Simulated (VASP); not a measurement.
A run of VASP 6.6.1 is set up as follows.

The input INCAR:

```
PREC = Accurate
ENCUT = 520
EDIFF = 1E-6
ISMEAR = 0
SIGMA = 0.05
LREAL = False
LASPH = True
NELM = 80
ALGO = Normal
ISIF = 2
LWAVE = False
LCHARG = False
GGA = PS
NBANDS = 19
```

The input KPOINTS:

```
Automatic mesh
0
Gamma
  6 6 6
```

POSCAR

```
SrCl2
1.0
    0.1960593750      3.4855000000      3.4855000000
    3.6815593750      0.0000000000      3.6815593750
    3.4855000000      3.4855000000      0.1960593750
Sr Cl
1 2
Direct
    0.0000000000      0.0000000000      0.0000000000
    0.2500000000      0.2500000000      0.2500000000
    0.7500000000      0.7500000000      0.7500000000
```

Potentials or basis: VASP PAW PBE potentials, release 64 (Sr_sv, Cl).

Run with:

```bash
$ cat potpaw_PBE.64/Sr_sv/POTCAR potpaw_PBE.64/Cl/POTCAR > POTCAR
$ mpirun -np 1 vasp_std > vasp.out
```

(1) Predict the band gap on the k mesh.

(2) Predict the pressure.

(3) What does it give for the largest force?

Results:

(1) 5.16 eV, indirect (least direct gap 5.40 eV).

(2) -0.2 GPa.

(3) 0.263 eV/Å.

Caveat: the cell differs from its parent crystal (strain +0.1125 x Voigt [0, 0, 0, 0, 1, 0]); the PAW data sets were made with another functional, which shifts forces and pressure a little.
